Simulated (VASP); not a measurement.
Here is a VASP 6.6.1 calculation.

Contents of INCAR:

```
  ALGO = Fast
  EDIFF = 1E-6
  ENCUT = 520
  GGA = PS
  ISIF = 2
  ISMEAR = 0
  LASPH = True
  LCHARG = False
  LREAL = False
  LWAVE = False
  NBANDS = 12
  NELM = 80
  PREC = Accurate
  SIGMA = 0.15
```

File KPOINTS:

```
k-points
0
Gamma
  30 30 30
```

POSCAR

```
Cu
1.0
   -1.3294843841      1.3294843841      1.2512066359
    1.3294843841     -1.3294843841      1.2512066359
    1.3294843841      1.3294843841     -1.2512066359
Cu
1
Direct
    0.0000000000      0.0000000000      0.0000000000
```

Potentials or basis: VASP PAW PBE potentials, release 64 (Cu).

Run with:

```console
$ cat potpaw_PBE.64/Cu/POTCAR > POTCAR
$ mpirun -np 1 vasp_std > vasp.out
```

Problem. Predict the pressure.

Solution. 78.1 GPa.

Problem. Estimate the band gap on the k mesh.

Solution. Zero (an odd number of electrons rules out a gap without spin polarisation).

Stress tensor (GPa, compression positive):
```
77.50  0.00  0.00
 0.00 77.50  0.00
 0.00  0.00 79.25
```

Caveat: the cell differs from its parent crystal (strain -0.080 along x and y, -0.080 along z); the cell stands under pressure; the PAW data sets were made with another functional, which shifts forces and pressure a little.
